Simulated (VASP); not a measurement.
Write the native input for VASP 6.6.1 that does the following.

| Quantity | Value |
| --- | --- |
| Task | single point |
| Functional | PBE |
| Potentials or basis | VASP PAW PBE potentials, release 64 (Mo_sv) |
| Cutoff | 500 eV |
| k mesh | 13 × 13 × 13 |
| Occupations | gaussian, width 0.05 eV |
| Spin | no spin polarisation |
| Dipole correction | no |
| Further INCAR settings | ALGO = Normal; EDIFF = 1e-06; NBANDS = 13 |

The structure of Mo lies in POSCAR:

```
Mo
1.0
   -1.6042741090      1.6042741090      1.6042741090
    1.6042741090     -1.6042741090      1.6042741090
    1.6042741090      1.6042741090     -1.6042741090
Mo
1
Direct
    0.0000000000      0.0000000000      0.0000000000
```

One way to write it, as run:

INCAR

```
SYSTEM = Mo
  ALGO = Normal
  EDIFF = 1E-6
  ENCUT = 500
  GGA = PE
  GGA_COMPAT = .False.
  ISIF = 2
  ISMEAR = 0
  LASPH = .True.
  LCHARG = .False.
  LREAL = .False.
  LWAVE = .False.
  NBANDS = 13
  NELM = 120
  PREC = Accurate
  SIGMA = 0.05
```

KPOINTS

```
k-points
0
Gamma
  13 13 13
  0 0 0
```

Potentials or basis: VASP PAW PBE potentials, release 64 (Mo_sv).

Launch:

```sh
$ cat potpaw_PBE.64/Mo_sv/POTCAR > POTCAR
$ mpirun -np 1 vasp_std > vasp.out
```

It gave:

```json
{
  "Pressure": "-10.2 GPa",
  "Band gap on the k mesh": "zero (band 7 reaches 15.05 eV, above the bottom of band 8 at 10.46 eV)"
}
```

Wall time 8.2 s on 1 thread of Intel(R) Xeon(R) Platinum 8375C CPU @ 2.90GHz (Ice Lake), on a shared host, peak memory 0.13 GiB.
